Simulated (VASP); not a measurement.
# MgO: single point with LDA

MgO:

```
CELL_PARAMETERS angstrom
4.16071 0.00000 0.00000
0.00000 -4.16071 0.00000
0.00000 0.00000 -4.16071
ATOMIC_POSITIONS crystal
Mg 0.98233 0.01767 0.04999
Mg 0.50000 0.50000 0.00000
Mg 0.50000 0.00000 0.50000
Mg 0.00000 0.50000 0.50000
O 0.50000 0.00000 0.00000
O 0.00000 0.50000 0.00000
O 0.00000 0.00000 0.50000
O 0.50000 0.50000 0.50000
```

This cell differs from its parent crystal: atom 1 (Mg) moved by -0.104 Å along [1 1 0] and -0.208 Å along [0 0 1].

- Program: VASP 6.6.1
- Task: single point
- Functional: LDA
- Potentials or basis: VASP PAW LDA potentials, release 64 (Mg_sv, O)
- Cutoff: 840 eV
- k mesh: 6 × 6 × 6
- Occupations: gaussian, width 0.05 eV
- Spin: no spin polarisation
- Dipole correction: no
- Further INCAR settings: ALGO = Normal; EDIFF = 1e-06; NBANDS = 42

```
Pressure               : 2.3 GPa
Largest force          : 2.797 eV/Å
Band gap on the k mesh : 5.02 eV
```

Forces in eV/Å, atoms in the order of the input:
```
Mg   0.734  0.734  2.597
Mg  -0.198 -0.198  0.171
Mg  -0.222  0.066 -0.575
Mg   0.066 -0.222 -0.575
O   -0.221 -0.107 -0.311
O   -0.107 -0.221 -0.311
O   -0.076 -0.076 -1.061
O    0.025  0.025  0.064
```

Stress tensor (GPa, compression positive):
```
 1.02 -0.02 -0.10
-0.02  1.02 -0.10
-0.10 -0.10  4.77
```

Levels at points of the mesh, in eV from the valence-band top:
```csv
k point,band 29,band 30,band 31,band 32,band 33,band 34,band 35,band 36
"(0.00, 0.00, 0.00)",-1.39,-0.02,-0.01,0.00,5.02,8.89,8.96,8.97
"(0.50, 0.00, 0.00)",-0.81,-0.78,-0.77,-0.77,8.30,8.37,10.85,11.07
"(0.00, 0.00, 0.50)",-0.83,-0.83,-0.74,-0.73,8.19,8.41,10.72,11.30
"(0.50, 0.50, 0.00)",-0.75,-0.75,-0.68,-0.63,9.58,9.66,9.68,9.74
"(0.00, 0.50, 0.50)",-0.74,-0.71,-0.70,-0.67,9.51,9.60,9.71,9.82
"(0.50, 0.50, 0.50)",-0.71,-0.69,-0.68,-0.63,7.92,7.96,7.99,8.00
```

Wall time 6.4 min on 1 thread of AMD EPYC 7R43 64-Core Processor (Zen 3), with other jobs on the host, peak memory 0.36 GiB.

Caveat: the cell differs from its parent crystal (atom 1 (Mg) moved by -0.104 Å along [1 1 0] and -0.208 Å along [0 0 1]); forces of over 1 eV/Å act on the atoms, so gaps and moduli don't describe the material at rest.
